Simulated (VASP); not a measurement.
# Ti3AlB3 (R-3m) in VASP: single point with PBE

Aim: the single point of Ti3AlB3 with PBE.

Program: VASP 6.6.1. These are calculated values, not measurements. Logs are shortened: lines on timing, memory, paths and dates and some standing lists are left out, and cuts for length are marked.

### 1 The cell of the first run

It takes space group R-3m (No. 166, trigonal). Conventional cell: a = 6.093 Å, b = 6.093 Å, c = 8.382 Å, α = 90.00°, β = 90.00°, γ = 120.00°. Within 3.1 Å of Ti (site symmetry 2/m) lie 4 B at 2.25 Å and 4 Ti at 3.05 Å and 2 Al at 3.05 Å. Within 3.1 Å of Al (site symmetry -3m) lie 6 B at 2.25 Å and 6 Ti at 3.05 Å. B (site symmetry 2/m) has 4 Ti at 2.25 Å and 2 Al at 2.25 Å and 4 B at 3.05 Å within 3.1 Å.

The cell was generated, and may not be a known phase.

### 2 Single point, PBE

Contents of INCAR:

```
SYSTEM = Ti3AlB3
  PREC = Accurate
  ENCUT = 500
  EDIFF = 1E-6
  ISMEAR = 0
  SIGMA = 0.2
  LREAL = .FALSE.
  LASPH = .TRUE.
  NELM = 120
  ALGO = Normal
  ISIF = 2
  LWAVE = .FALSE.
  LCHARG = .TRUE.
  GGA = PE
  LELF = .TRUE.
  LVHAR = .TRUE.
  NBANDS = 33
  GGA_COMPAT = .FALSE.
```

Contents of KPOINTS:

```
Automatic mesh
0
G
  4 4 4
  0 0 0
```

Contents of POSCAR:

```
Ti3AlB3
1.0
    3.0463973489      1.7588383306      2.7939199331
   -3.0463973489      1.7588383306      2.7939199331
    0.0000000000     -3.5176766578      2.7939199352
Ti Al B
3 1 3
Direct
    0.0000000000      0.5000000000      0.5000000000
    0.5000000000      0.5000000000      0.0000000000
    0.5000000000      0.0000000000      0.5000000000
    0.0000000000      0.0000000000      0.0000000000
    0.5000000000      0.0000000000      0.0000000000
    0.0000000000      0.0000000000      0.5000000000
    0.0000000000      0.5000000000      0.0000000000
```

Potentials or basis: VASP PAW PBE potentials, release 64 (Ti_sv, Al, B).

Launch:

```
$ cat potpaw_PBE.64/Ti_sv/POTCAR potpaw_PBE.64/Al/POTCAR potpaw_PBE.64/B/POTCAR > POTCAR
$ mpirun -np 1 vasp_std > vasp.out
```

OUTCAR:

```text
SYSTEM = Ti3AlB3
   PREC = Accurate
   ENCUT = 500
   EDIFF = 1E-6
   ISMEAR = 0
   LREAL = .FALSE.
   LASPH = .TRUE.
   NELM = 120
   ISIF = 2
   GGA = PE

 ion  position               nearest neighbor table
   1  0.000  0.500  0.500-   7 2.25   7 2.25   6 2.25   6 2.25   4 3.05   4 3.05
   2  0.500  0.500  0.000-   5 2.25   7 2.25   5 2.25   7 2.25   4 3.05   4 3.05
   3  0.500  0.000  0.500-   5 2.25   5 2.25   6 2.25   6 2.25   4 3.05   4 3.05
   4  0.000  0.000  0.000-   6 2.25   6 2.25   7 2.25   5 2.25   7 2.25   5 2.25   2 3.05   2 3.05
                             1 3.05   1 3.05   3 3.05   3 3.05
   5  0.500  0.000  0.000-   3 2.25   3 2.25   4 2.25   2 2.25   2 2.25   4 2.25
   6  0.000  0.000  0.500-   4 2.25   4 2.25   1 2.25   3 2.25   1 2.25   3 2.25
   7  0.000  0.500  0.000-   1 2.25   1 2.25   4 2.25   2 2.25   4 2.25   2 2.25

  LATTYP: Found a trigonal (rhomboedric) cell.
 ALAT       =     4.4922196822
 COS(alpha) =     0.0802260176

  Lattice vectors:

 A1 = (   3.0463973489,   1.7588383306,   2.7939199331)
 A2 = (  -3.0463973489,   1.7588383306,   2.7939199331)
 A3 = (   0.0000000000,  -3.5176766578,   2.7939199352)

Analysis of symmetry for initial positions (statically):
=====================================================================
 Subroutine PRICEL returns:
 Original cell was already a primitive cell.

 Routine SETGRP: Setting up the symmetry group for a
 trigonal (rhombohedral) supercell.

 Subroutine GETGRP returns: Found 12 space group operations
 (whereof 12 operations were pure point group operations)
 out of a pool of 12 trial point group operations.

The static configuration has the point symmetry D_3d.

Analysis of symmetry for dynamics (positions and initial velocities):
=====================================================================
 Subroutine PRICEL returns:
 Original cell was already a primitive cell.

 Routine SETGRP: Setting up the symmetry group for a
 trigonal (rhombohedral) supercell.

 Subroutine GETGRP returns: Found 12 space group operations
 (whereof 12 operations were pure point group operations)
 out of a pool of 12 trial point group operations.

The dynamic configuration has the point symmetry D_3d.

 Subroutine INISYM returns: Found 12 space group operations
 (whereof 12 operations are pure point group operations),
 and found     1 'primitive' translations

----------------------------------------------------------------------------------------

                                     Primitive cell

  volume of cell :      89.8210

  direct lattice vectors                    reciprocal lattice vectors
     3.046397349  1.758838331  2.793919933     0.164128294  0.094759515  0.119306688
    -3.046397349  1.758838331  2.793919933    -0.164128294  0.094759515  0.119306688
     0.000000000 -3.517676658  2.793919935     0.000000000 -0.189519030  0.119306688

  length of vectors
     4.492219682  4.492219682  4.492219682     0.223945414  0.223945414  0.223945414

  position of ions in fractional coordinates (direct lattice)
     0.000000000  0.500000000  0.500000000
     0.500000000  0.500000000  0.000000000
     0.500000000  0.000000000  0.500000000
     0.000000000  0.000000000  0.000000000
     0.500000000  0.000000000  0.000000000
     0.000000000  0.000000000  0.500000000
     0.000000000  0.500000000  0.000000000

  ion indices of the primitive-cell ions
   primitive index   ion index
                 1           1
                 2           2
                 3           3
                 4           4
                 5           5
                 6           6
                 7           7

----------------------------------------------------------------------------------------

 KPOINTS: Automatic mesh

Automatic generation of k-mesh.
 Grid dimensions read from file:
 generate k-points for:    4    4    4

 Generating k-lattice:

  Cartesian coordinates                     Fractional coordinates (reciprocal lattice)
     0.041032074  0.023689879  0.029826672     0.250000000  0.000000000  0.000000000
    -0.041032074  0.023689879  0.029826672     0.000000000  0.250000000  0.000000000
     0.000000000 -0.047379757  0.029826672     0.000000000  0.000000000  0.250000000

  Length of vectors
     0.055986353  0.055986353  0.055986353

  Shift w.r.t. Gamma in fractional coordinates (k-lattice)
     0.000000000  0.000000000  0.000000000

 Subroutine IBZKPT returns following result:
 ===========================================

 Found     13 irreducible k-points:

 Following reciprocal coordinates:
            Coordinates               Weight
  0.000000  0.000000  0.000000      1.000000
  0.250000  0.000000  0.000000      6.000000
  0.500000  0.000000  0.000000      3.000000
  0.250000  0.250000  0.000000      6.000000
  0.500000  0.250000 -0.000000     12.000000
 -0.250000  0.250000  0.000000      6.000000
  0.500000  0.500000  0.000000      3.000000
  0.250000  0.250000  0.250000      2.000000
  0.500000  0.250000  0.250000      6.000000
 -0.250000  0.250000  0.250000      6.000000
  0.500000  0.500000  0.250000      6.000000
 -0.250000  0.500000  0.250000      6.000000
  0.500000  0.500000  0.500000      1.000000
   k-points           NKPTS =     13   k-points in BZ     NKDIM =     13   number of bands    NBANDS=     33
   number of dos      NEDOS =    301   number of ions     NIONS =      7
   total plane-waves  NPLWV =  46656
   dimension x,y,z NGX =    36 NGY =   36 NGZ =   36
   dimension x,y,z NGXF=    72 NGYF=   72 NGZF=   72
   ions per type =               3   1   3
   NGX,Y,Z   is equivalent  to a cutoff of  13.32, 13.32, 13.32 a.u.
   NGXF,Y,Z  is equivalent  to a cutoff of  26.65, 26.65, 26.65 a.u.
 SYSTEM =  Ti3AlB3
   PREC   = accura    normal or accurate (medium, high low for compatibility)
   ISTART =      0    job   : 0-new  1-cont  2-samecut
   ICHARG =      2    charge: 1-file 2-atom 10-const
   ISPIN  =      1    spin polarized calculation?
   LNONCOLLINEAR =      F non collinear calculations
   LSORBIT =      F    spin-orbit coupling
   LASPH  =      T    aspherical Exc in radial PAW
   ENCUT  =  500.0 eV  36.75 Ry    6.06 a.u.   8.19  8.19  8.19*2*pi/ulx,y,z
   NELM   =    120;   NELMIN=  2; NELMDL= -5     # of ELM steps
   EDIFF  = 0.1E-05   stopping-criterion for ELM
   LREAL  =      F    real-space projection
   EDIFFG = 0.1E-04   stopping-criterion for IOM
   NSW    =      0    number of steps for IOM
   IBRION =     -1    ionic relax: 0-MD 1-quasi-New 2-CG
   NFREE  =      0    steps in history (QN), initial steepest desc. (CG)
   ISIF   =      2    stress and relaxation
   ISYM   =      2    0-nonsym 1-usesym 2-fastsym
   POTIM  = 0.5000    time-step for ionic-motion
   TEBEG  =    0.0;   TEEND  =   0.0 temperature during run
   PSTRESS=    0.0 pullay stress
   NELECT =      48.0000    total number of electrons
   NUPDOWN=      -1.0000    fix difference up-down
   EMIN   =  10.00;   EMAX   =-10.00  energy-range for DOS
   EFERMI =   0.00;   METHOD = LEGACY
   ISMEAR =     0;   SIGMA  =   0.20  broadening in eV -4-tet -1-fermi 0-gaus
   EFERMI_NEDOS =   21; number of points for ismear=-14 and -15
   IALGO  =     38    algorithm
   IMIX   =      4    mixing-type and parameters
     AMIX     =   0.40;   BMIX     =  1.00
     AMIX_MAG =   1.60;   BMIX_MAG =  1.00
  volume/ion in A,a.u.               =      12.83        86.59
  Fermi-wavevector in a.u.,A,eV,Ry     =   1.328503  2.510507 24.013213  1.764921
  Thomas-Fermi vector in A             =   2.457736
   LORBIT       =      0    0 simple, 1 ext, 2 COOP (PROOUT), +10 PAW based schemes
   GGA     = PE    functional components
   LHFCALC =     F    Hartree Fock is set to
   AEXX    =    0.0000 exact exchange contribution
   IVDW    =     0    specifies the selected vdW correction
   LEPSILON=     F    determine dielectric tensor
   LRPA    =     F    only Hartree local field effects (RPA)
 non-spin polarized calculation
 Gauss-broadening in eV      SIGMA  =   0.20
  energy-cutoff  :      500.00
  volume of cell :       89.82
 maximum number of plane-waves:      2290
 NGX is ok and might be reduce to    36
   NGX = 17   NGY = 17   NGZ = 17

 number of electron      47.9999971 magnetization

 Free energy of the ion-electron system (eV)
  ---------------------------------------------------
  ext. energy  EPLUGINS =         0.00000000
  ---------------------------------------------------
  free energy    TOTEN  =       -46.68735137 eV

  energy without entropy =      -46.59040908  energy(sigma->0) =      -46.63888022

 E-fermi :   7.3430     XC(G=0): -11.3644

 val. band max:        7.2703023825   @ k =   0.2500   0.0000   0.0000
 cond. band min:       7.3948430044   @ k =   0.5000   0.5000   0.5000
 fundamental gap:      0.1245406219
 Fermi energy:         7.3429912672

 k-point     1 :       0.0000    0.0000    0.0000
  band No.  band energies     occupation
      1     -49.1993      2.00000
      2     -49.1507      2.00000
      3     -49.1507      2.00000
      4     -25.6169      2.00000
      5     -25.5443      2.00000
      6     -25.5443      2.00000
[... 25 lines left out ...]
     32       9.7891      0.00000
     33      10.0393      0.00000

 k-point     2 :       0.2500    0.0000    0.0000
  band No.  band energies     occupation
      1     -49.1931      2.00000
      2     -49.1569      2.00000
      3     -49.1507      2.00000
      4     -25.5888      2.00000
      5     -25.5285      2.00000
      6     -25.5242      2.00000
[... 25 lines left out ...]
     32       9.7149      0.00000
     33      10.0882      0.00000
[... 358 lines left out ...]
     32      10.0175      0.00000
     33      10.4904      0.00000

 k-point    13 :       0.5000    0.5000    0.5000
  band No.  band energies     occupation
      1     -49.1819      2.00000
      2     -49.1594      2.00000
      3     -49.1594      2.00000
      4     -25.6632      2.00000
      5     -25.5212      2.00000
      6     -25.5212      2.00000
[... 25 lines left out ...]
     32      10.5220      0.00000
     33      11.0265      0.00000

------------------------ aborting loop because EDIFF is reached ----------------------------------------

  FORCE on cell =-STRESS in cart. coord.  units (eV):
  Direction    XX          YY          ZZ          XY          YZ          ZX
  --------------------------------------------------------------------------------------
  -------------------------------------------------------------------------------------
  Total       -0.0989877     -0.0989877     -0.3000070      0.0000000     -0.0000000      0.0000000
  in kB       -1.7656893     -1.7656893     -5.3513609      0.0000000     -0.0000000      0.0000000
  external PRESSURE =      -2.9609131 kB  Pullay stress =       0.0000000 kB

 VOLUME and BASIS-vectors are now :
 -----------------------------------------------------------------------------
  energy-cutoff  :      500.00
  volume of cell :       89.82
      direct lattice vectors                 reciprocal lattice vectors
     3.046397349  1.758838331  2.793919933     0.164128294  0.094759515  0.119306688
    -3.046397349  1.758838331  2.793919933    -0.164128294  0.094759515  0.119306688
     0.000000000 -3.517676658  2.793919935     0.000000000 -0.189519030  0.119306688

 POSITION                                       TOTAL-FORCE (eV/Angst)
 -----------------------------------------------------------------------------------
     -1.52320     -0.87942      2.79392        -0.000000     -0.000000      0.000000
      0.00000      1.75884      2.79392         0.000000     -0.000000     -0.000000
      1.52320     -0.87942      2.79392         0.000000      0.000000     -0.000000
      0.00000      0.00000      0.00000        -0.000000     -0.000000      0.000000
      1.52320      0.87942      1.39696        -0.000000     -0.000000      0.000000
      0.00000     -1.75884      1.39696        -0.000000     -0.000000      0.000000
     -1.52320      0.87942      1.39696        -0.000000     -0.000000     -0.000000
 -----------------------------------------------------------------------------------
    total drift:                               -0.000000     -0.000000      0.000000

  FREE ENERGIE OF THE ION-ELECTRON SYSTEM (eV)
  ---------------------------------------------------
  free  energy   TOTEN  =       -46.6873513670 eV

  energy  without entropy=      -46.5904090807  energy(sigma->0) =      -46.63888022
```

Wall time 38 s (1 thread of Intel Xeon Platinum 8375C at 2.90GHz (Ice Lake), shared host); peak memory 0.21 GiB.

Results:

| Quantity | Value |
| --- | --- |
| Free energy | -46.6874 eV |
| Pressure | -0.3 GPa |
| Band gap on the k mesh | zero (bands 24 and 25 overlap by 1.26 eV) |

Stress tensor (GPa, compression positive):
```
-0.18  0.00  0.00
 0.00 -0.18  0.00
 0.00  0.00 -0.54
```

The gap in the log of VASP goes by the Fermi energy; the results here count the filled bands.